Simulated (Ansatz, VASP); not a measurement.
# Sc2H3F3: VASP beside Ansatz

```xyz
8
Lattice="4.0056 0.0000 0.0000 0.0000 4.0056 0.0000 0.0000 0.0000 7.9593" Properties=species:S:1:pos:R:3 pbc="T T T"
Sc    0.0000    0.0000    6.0210
Sc    0.0000    0.0000    1.9383
H     2.0028    0.0000    6.1957
H     0.0000    2.0028    1.7636
H     0.0000    0.0000    0.0000
F     2.0028    0.0000    1.9436
F     0.0000    2.0028    6.0157
F     0.0000    0.0000    3.9797
```

Alike in both runs: task relaxation of cell and atoms; functional PBE; k mesh 6 × 6 × 4; occupations gaussian, width 0.02 eV; no spin polarisation.

|  | VASP | Ansatz |
| --- | --- | --- |
| version | VASP 6.6.1 | Ansatz 0.2.0 |
| potentials or method | VASP PAW PBE potentials, release 64 (Sc_sv, H, F), cutoff 600 eV | scalar-relativistic, plane waves, PAW |
| valence electrons in the cell | 46 | 46 |

Ansatz gave:

* gap on the k mesh at the Fermi level, each at its own relaxed structure (eV): 3.35
* relaxed volume (Å³/atom): 15.89
* relaxed cell length with the largest relative difference (Å): 3.999

Problem. Which values does VASP return?

Solution. gap on the k mesh at the Fermi level, each at its own relaxed structure (eV): 3.32; relaxed volume (Å³/atom): 15.94; relaxed cell length with the largest relative difference (Å): 4.006.
